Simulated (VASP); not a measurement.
# TiAl20 in VASP: single point with r2SCAN

Aim: the single point of TiAl20 with r2SCAN.

Everything below comes from runs of VASP 6.6.1. Logs are shortened: lines on timing, memory, paths and dates and some standing lists are left out, and cuts for length are marked.

### Step 1. The cell of the first run

The cell holds a slab with vacuum, 21 atoms: a = 5.728 Å, b = 5.728 Å, c = 21.100 Å, α = 90.00°, β = 90.00°, γ = 90.00°.

### Step 2. Single point, r2SCAN

Input file POSCAR:

```
TiAl20
1.0
    5.7275650000      0.0000000000      0.0000000000
    0.0000000000      5.7275650000      0.0000000000
    0.0000000000      0.0000000000     21.1000000000
Al Ti
20 1
Direct
    0.0000000000      0.0000000000      0.0473934000
    0.5000000000      0.0000000000      0.0473934000
    0.0000000000      0.5000000000      0.0473934000
    0.5000000000      0.5000000000      0.0473934000
    0.2494686529      0.2501747512      0.1408504469
    0.7495557853      0.2503325873      0.1423180548
    0.2498224804      0.7501212383      0.1413355881
    0.7497729437      0.7504167171      0.1408509600
    0.0006775788     -0.0008666044      0.2373331688
    0.4977328252     -0.0008488574      0.2372812558
    0.0006487167      0.5020680680      0.2372882549
    0.4976135626      0.5022009286      0.2372966557
    0.2488903568      0.2511124303      0.3302471725
    0.7485756286      0.2511121855      0.3308634200
    0.2488028346      0.7509286529      0.3365494344
    0.7485591231      0.7508762372      0.3302434839
   -0.0100722506      0.0097779718      0.4249898027
    0.5072332909      0.0093904406      0.4251462229
   -0.0097536609      0.4924315187      0.4251137546
    0.5071534324      0.4925488732      0.4253168039
    0.2480748379      0.7514928826      0.4987342619
```

Input file INCAR.step1:

```
SYSTEM = TiAl20
ALGO = Normal
EDIFF = 1E-4
ENCUT = 520
GGA = PE
ISMEAR = 0
LASPH = .True.
LCHARG = .False.
LREAL = Auto
LWAVE = .True.
NBANDS = 52
NELM = 80
PREC = Accurate
SIGMA = 0.1
```

Input file INCAR.step2:

```
SYSTEM = TiAl20
ALGO = Normal
EDIFF = 1E-6
ENCUT = 520
ISIF = 2
ISMEAR = 0
ISTART = 1
LASPH = .True.
LCHARG = .True.
LELF = .True.
LMIXTAU = .True.
LREAL = Auto
LVHAR = .True.
LWAVE = .False.
METAGGA = R2SCAN
NBANDS = 52
NELM = 80
PREC = Accurate
SIGMA = 0.1
```

Input file KPOINTS:

```
k-points
0
Gamma
  3 3 1
  0 0 0
```

Potentials or basis: VASP PAW PBE potentials, release 64 (Al, Ti_sv).

Run with:

```sh
cat potpaw_PBE.64/Al/POTCAR potpaw_PBE.64/Ti_sv/POTCAR > POTCAR
cp INCAR.step1 INCAR
mpirun -np 1 vasp_std > vasp.out
cp INCAR.step2 INCAR
mpirun -np 1 vasp_std > vasp.out
```

OUTCAR:

```text
SYSTEM = TiAl20
   EDIFF = 1E-6
   ENCUT = 520
   ISIF = 2
   ISMEAR = 0
   ISTART = 1
   LASPH = .True.
   LREAL = Auto
   METAGGA = R2SCAN
   NELM = 80
   PREC = Accurate

 ion  position               nearest neighbor table
   1  0.000  0.000  0.047-   5 2.83   8 2.83   7 2.83   6 2.85   2 2.86   3 2.86   3 2.86   2 2.86

   2  0.500  0.000  0.047-   8 2.82   5 2.83   7 2.83   6 2.85   1 2.86   4 2.86   4 2.86   1 2.86

   3  0.000  0.500  0.047-   5 2.82   8 2.83   7 2.83   6 2.85   1 2.86   4 2.86   1 2.86   4 2.86
[... 20 lines left out ...]
                            14 2.86  14 2.87  15 2.87  15 2.87
  14  0.749  0.251  0.331-  17 2.79  19 2.79  18 2.79  20 2.79  12 2.83  10 2.84  11 2.84   9 2.84
                            13 2.86  16 2.86  16 2.87  13 2.87
  15  0.249  0.751  0.337-  18 2.81  19 2.81  17 2.81  20 2.81  16 2.87  13 2.87  13 2.87  16 2.87
                             9 2.90  11 2.90  10 2.91  12 2.91
  16  0.749  0.751  0.330-  10 2.82  12 2.82   9 2.82  11 2.82  17 2.85  18 2.85  19 2.85  20 2.85
                            14 2.86  14 2.87  15 2.87  15 2.87
  17  0.990  0.010  0.425-  21 2.61  19 2.76  18 2.76  14 2.79  15 2.81  16 2.85  13 2.85  18 2.96
                            19 2.96
  18  0.507  0.009  0.425-  21 2.61  17 2.76  20 2.77  14 2.79  15 2.81  16 2.85  13 2.85  20 2.96
                            17 2.96
  19  0.990  0.492  0.425-  21 2.61  17 2.76  20 2.77  14 2.79  15 2.81  13 2.85  16 2.85  20 2.96
                            17 2.96
  20  0.507  0.493  0.425-  21 2.61  19 2.77  18 2.77  14 2.79  15 2.81  13 2.85  16 2.85  18 2.96
                            19 2.96
  21  0.248  0.751  0.499-  19 2.61  17 2.61  18 2.61  20 2.61

  LATTYP: Found a simple tetragonal cell.
 ALAT       =     5.7275650000
 C/A-ratio  =     3.6839389863

  Lattice vectors:

 A1 = (   5.7275650000,   0.0000000000,   0.0000000000)
 A2 = (   0.0000000000,   5.7275650000,   0.0000000000)
 A3 = (   0.0000000000,   0.0000000000,  21.1000000000)

Analysis of symmetry for initial positions (statically):
=====================================================================
 Subroutine PRICEL returns:
 Original cell was already a primitive cell.

 Routine SETGRP: Setting up the symmetry group for a
 simple tetragonal supercell.

 Subroutine GETGRP returns: Found  1 space group operations
 (whereof  1 operations were pure point group operations)
 out of a pool of 16 trial point group operations.

The static configuration has the point symmetry C_1 .

Analysis of symmetry for dynamics (positions and initial velocities):
=====================================================================
 Subroutine PRICEL returns:
 Original cell was already a primitive cell.

 Routine SETGRP: Setting up the symmetry group for a
 simple tetragonal supercell.

 Subroutine GETGRP returns: Found  1 space group operations
 (whereof  1 operations were pure point group operations)
 out of a pool of 16 trial point group operations.

The dynamic configuration has the point symmetry C_1 .

 Subroutine INISYM returns: Found  1 space group operations
 (whereof  1 operations are pure point group operations),
 and found     1 'primitive' translations

----------------------------------------------------------------------------------------

                                     Primitive cell

  volume of cell :     692.1855

  direct lattice vectors                    reciprocal lattice vectors
     5.727565000  0.000000000  0.000000000     0.174594265  0.000000000  0.000000000
     0.000000000  5.727565000  0.000000000     0.000000000  0.174594265  0.000000000
     0.000000000  0.000000000 21.100000000     0.000000000  0.000000000  0.047393365

  length of vectors
     5.727565000  5.727565000 21.100000000     0.174594265  0.174594265  0.047393365

  position of ions in fractional coordinates (direct lattice)
     0.000000000  0.000000000  0.047393400
     0.500000000  0.000000000  0.047393400
     0.000000000  0.500000000  0.047393400
     0.500000000  0.500000000  0.047393400
     0.249468653  0.250174751  0.140850447
     0.749555785  0.250332587  0.142318055
[... 13 lines left out ...]
     0.507153432  0.492548873  0.425316804
     0.248074838  0.751492883  0.498734262

  ion indices of the primitive-cell ions
   primitive index   ion index
                 1           1
                 2           2
                 3           3
                 4           4
                 5           5
                 6           6
[... 13 lines left out ...]
                20          20
                21          21

----------------------------------------------------------------------------------------

 KPOINTS: k-points

Automatic generation of k-mesh.
 Grid dimensions read from file:
 generate k-points for:    3    3    1

 Generating k-lattice:

  Cartesian coordinates                     Fractional coordinates (reciprocal lattice)
     0.058198088  0.000000000  0.000000000     0.333333333  0.000000000  0.000000000
     0.000000000  0.058198088  0.000000000     0.000000000  0.333333333  0.000000000
     0.000000000  0.000000000  0.047393365     0.000000000  0.000000000  1.000000000

  Length of vectors
     0.058198088  0.058198088  0.047393365

  Shift w.r.t. Gamma in fractional coordinates (k-lattice)
     0.000000000  0.000000000  0.000000000

 Subroutine IBZKPT returns following result:
 ===========================================

 Found      5 irreducible k-points:

 Following reciprocal coordinates:
            Coordinates               Weight
  0.000000  0.000000  0.000000      1.000000
  0.333333  0.000000  0.000000      2.000000
  0.000000  0.333333  0.000000      2.000000
  0.333333  0.333333  0.000000      2.000000
 -0.333333  0.333333  0.000000      2.000000
   k-points           NKPTS =      5   k-points in BZ     NKDIM =      5   number of bands    NBANDS=     52
   number of dos      NEDOS =    301   number of ions     NIONS =     21
   total plane-waves  NPLWV = 368640
   dimension x,y,z NGX =    48 NGY =   48 NGZ =  160
   dimension x,y,z NGXF=    96 NGYF=   96 NGZF=  320
   ions per type =              20   1
   NGX,Y,Z   is equivalent  to a cutoff of  13.93, 13.93, 12.61 a.u.
   NGXF,Y,Z  is equivalent  to a cutoff of  27.86, 27.86, 25.21 a.u.
 SYSTEM =  TiAl20
   PREC   = accura    normal or accurate (medium, high low for compatibility)
   ISTART =      1    job   : 0-new  1-cont  2-samecut
   ICHARG =      0    charge: 1-file 2-atom 10-const
   ISPIN  =      1    spin polarized calculation?
   LNONCOLLINEAR =      F non collinear calculations
   LSORBIT =      F    spin-orbit coupling
   LASPH  =      T    aspherical Exc in radial PAW
   ENCUT  =  520.0 eV  38.22 Ry    6.18 a.u.  10.65 10.65 39.23*2*pi/ulx,y,z
   NELM   =     80;   NELMIN=  2; NELMDL=  0     # of ELM steps
   EDIFF  = 0.1E-05   stopping-criterion for ELM
   LREAL  =      T    real-space projection
   EDIFFG = 0.1E-04   stopping-criterion for IOM
   NSW    =      0    number of steps for IOM
   IBRION =     -1    ionic relax: 0-MD 1-quasi-New 2-CG
   NFREE  =      0    steps in history (QN), initial steepest desc. (CG)
   ISIF   =      2    stress and relaxation
   ISYM   =      2    0-nonsym 1-usesym 2-fastsym
   POTIM  = 0.5000    time-step for ionic-motion
   TEBEG  =    0.0;   TEEND  =   0.0 temperature during run
   PSTRESS=    0.0 pullay stress
   NELECT =      72.0000    total number of electrons
   NUPDOWN=      -1.0000    fix difference up-down
   EMIN   =  10.00;   EMAX   =-10.00  energy-range for DOS
   EFERMI =   0.00;   METHOD = LEGACY
   ISMEAR =     0;   SIGMA  =   0.10  broadening in eV -4-tet -1-fermi 0-gaus
   EFERMI_NEDOS =   21; number of points for ismear=-14 and -15
   IALGO  =     38    algorithm
   IMIX   =      4    mixing-type and parameters
     AMIX     =   0.40;   BMIX     =  1.00
     AMIX_MAG =   1.60;   BMIX_MAG =  1.00
  volume/ion in A,a.u.               =      32.96       222.43
  Fermi-wavevector in a.u.,A,eV,Ry     =   0.769919  1.454935  8.065189  0.592775
  Thomas-Fermi vector in A             =   1.871011
   LORBIT       =      0    0 simple, 1 ext, 2 COOP (PROOUT), +10 PAW based schemes
   METAGGA = R2SCAN    functional components
   LHFCALC =     F    Hartree Fock is set to
   AEXX    =    0.0000 exact exchange contribution
   IVDW    =     0    specifies the selected vdW correction
   LEPSILON=     F    determine dielectric tensor
   LRPA    =     F    only Hartree local field effects (RPA)
 non-spin polarized calculation
 Gauss-broadening in eV      SIGMA  =   0.10
  energy-cutoff  :      520.00
  volume of cell :      692.19
 maximum number of plane-waves:     18687
 NGX is ok and might be reduce to    42
   NGX = 21   NGY = 21   NGZ = 79

 number of electron      72.0000003 magnetization

 Free energy of the ion-electron system (eV)
  ---------------------------------------------------
  ext. energy  EPLUGINS =         0.00000000
  ---------------------------------------------------
  free energy    TOTEN  =      -142.01383499 eV

  energy without entropy =     -141.96475470  energy(sigma->0) =     -141.98929485

 E-fermi :   2.3010     XC(G=0):  -6.3565

 val. band max:        2.2992328541   @ k =   0.3333   0.3333   0.0000
 cond. band min:       2.5208758944   @ k =   0.3333   0.3333   0.0000
 fundamental gap:      0.2216430403
 Fermi energy:         2.3009967785

 k-point     1 :       0.0000    0.0000    0.0000
  band No.  band energies     occupation
      1     -57.1308      2.00000
      2     -32.6414      2.00000
      3     -32.2929      2.00000
      4     -32.2928      2.00000
      5      -9.1461      2.00000
      6      -8.1862      2.00000
[... 244 lines left out ...]
     47       4.2973      0.00000
     48       4.4876      0.00000
 [bands above 48 left out]

------------------------ aborting loop because EDIFF is reached ----------------------------------------

  FORCE on cell =-STRESS in cart. coord.  units (eV):
  Direction    XX          YY          ZZ          XY          YZ          ZX
  --------------------------------------------------------------------------------------
  -------------------------------------------------------------------------------------
  Total       -8.6688062     -8.6678383     -0.7048677      0.0045514     -0.0681971      0.0966184
  in kB      -20.0653790    -20.0631386     -1.6315323      0.0105349     -0.1578534      0.2236391
  external PRESSURE =     -13.9200166 kB  Pullay stress =       0.0000000 kB

 VOLUME and BASIS-vectors are now :
 -----------------------------------------------------------------------------
  energy-cutoff  :      520.00
  volume of cell :      692.19
      direct lattice vectors                 reciprocal lattice vectors
     5.727565000  0.000000000  0.000000000     0.174594265  0.000000000  0.000000000
     0.000000000  5.727565000  0.000000000     0.000000000  0.174594265  0.000000000
     0.000000000  0.000000000 21.100000000     0.000000000  0.000000000  0.047393365

 POSITION                                       TOTAL-FORCE (eV/Angst)
 -----------------------------------------------------------------------------------
      0.00000      0.00000      1.00000        -0.078934      0.078290      0.012916
      2.86378      0.00000      1.00000         0.072716      0.077952      0.014985
      0.00000      2.86378      1.00000        -0.078638     -0.073348      0.014557
      2.86378      2.86378      1.00000         0.072623     -0.073215      0.016876
      1.42885      1.43289      2.97194         0.004602      0.000481      0.004888
      4.29313      1.43380      3.00291         0.000204     -0.000060     -0.000856
[... 13 lines left out ...]
      2.90475      2.82111      8.97418         0.001208     -0.001151     -0.023404
      1.42086      4.30422     10.52329        -0.001365     -0.000280      0.005343
 -----------------------------------------------------------------------------------
    total drift:                                0.005057     -0.005869     -0.034231

  FREE ENERGIE OF THE ION-ELECTRON SYSTEM (eV)
  ---------------------------------------------------
  free  energy   TOTEN  =      -142.0138349899 eV

  energy  without entropy=     -141.9647547009  energy(sigma->0) =     -141.98929485
```

Run time: 50 min. Hardware: 1 thread of Intel Xeon Platinum 8259CL at 2.50GHz (Skylake/Cascade Lake), shared host; peak memory 0.9 GiB.

What came out:

| Property | Result |
| --- | --- |
| Free energy | -142.0138 eV |
| Largest force | 0.112 eV/Å |
| Band gap on the k mesh | zero (bands 36 and 37 overlap by 0.19 eV) |

Forces on the atoms (eV/Å):
```
Al  -0.079  0.078  0.013
Al   0.073  0.078  0.015
Al  -0.079 -0.073  0.015
Al   0.073 -0.073  0.017
Al   0.005  0.000  0.005
Al   0.000  0.000 -0.001
Al  -0.002  0.002  0.007
Al   0.000 -0.004  0.005
Al  -0.007  0.008  0.004
Al   0.005  0.007  0.003
Al  -0.007 -0.005  0.004
Al   0.008 -0.008  0.001
Al   0.001 -0.004 -0.005
Al   0.002 -0.001 -0.008
Al   0.001 -0.002 -0.001
Al   0.005 -0.002 -0.005
Al   0.003 -0.002 -0.013
Al   0.002  0.004 -0.019
Al  -0.003 -0.002 -0.018
Al   0.001 -0.001 -0.023
Ti  -0.001  0.000  0.005
```

Caveat: the k points lie up to 0.37 Å⁻¹ apart; there is no dipole correction, which matters where the two faces differ; the PAW data sets were made with another functional, which shifts forces and pressure a little.

The gap in the log of VASP goes by the Fermi energy; the results here count the filled bands.